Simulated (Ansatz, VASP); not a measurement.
## One calculation of Hf, two programs

Contents of INCAR:

```
SYSTEM = Hf
PREC = Accurate ; ENCUT = 520
EDIFF = 1E-6 ; ISMEAR = 0
SIGMA = 0.15 ; LREAL = .FALSE.
LASPH = .TRUE. ; NELM = 60
ALGO = Fast ; ISIF = 2
LWAVE = .FALSE. ; LCHARG = .TRUE.
GGA = PE ; LELF = .TRUE.
LVHAR = .TRUE. ; NBANDS = 17
```

KPOINTS

```
regular mesh
0
G
  18 18 10
  0 0 0
```

The input POSCAR:

```
Hf
1.0
    3.2446490021      0.0000000000      0.0000000000
   -1.6223245010      2.8099484622      0.0000000000
    0.0000000000      0.0000000000      5.0578000000
Hf
2
Direct
    0.3333333333      0.6666666667      0.2500000000
    0.6666666667      0.3333333333      0.7500000000
```

Input for Ansatz:

```yaml
crystal:
  lattice:
    - [3.2446490021, 0.0, 0.0]
    - [-1.622324501, 2.8099484622, 0.0]
    - [0.0, 0.0, 5.0578]
  atoms:
    - { symbol: Hf, position: [0.3333333333, 0.6666666667, 0.25] }
    - { symbol: Hf, position: [0.6666666667, 0.3333333333, 0.75] }
basis:
  ecutwfc: 420
kpoints:
  mp_grid: { grid: [18, 18, 10] }
hamiltonian:
  xc: pbe
scf:
  occupations: { method: gaussian, width: 0.15 }
output:
  forces: true
  stress: true
  eigenvalues: true
```

Change from the starting cell: strain +0.015 along x and y, +0.000 along z, atoms carried along.

Alike in both runs: task single point; functional PBE; k mesh 18 × 18 × 10; occupations gaussian, width 0.15 eV; no spin polarisation.

```csv
,VASP,Ansatz
version,VASP 6.6.1,Ansatz 0.2.0
potentials or method,"VASP PAW PBE potentials, release 64 (Hf_pv), cutoff 520 eV","scalar-relativistic, plane waves, PAW"
valence electrons in the cell,20,52
```

```tsv
	VASP	Ansatz	Ansatz less VASP
gap on the k mesh at the Fermi level (eV)	none	none	-
pressure (GPa)	-2.7	-2.3	+0.43
traceless stress, the component that is largest in VASP (GPa)	1.01	1.08	+0.067
```

A gap of «none» marks a metal or a gap that the smearing closes. VASP's potentials hold 20 valence electrons a cell and Ansatz's 52, so a difference there can come from the potentials and not from the codes.

Neither program's run includes spin-orbit coupling.
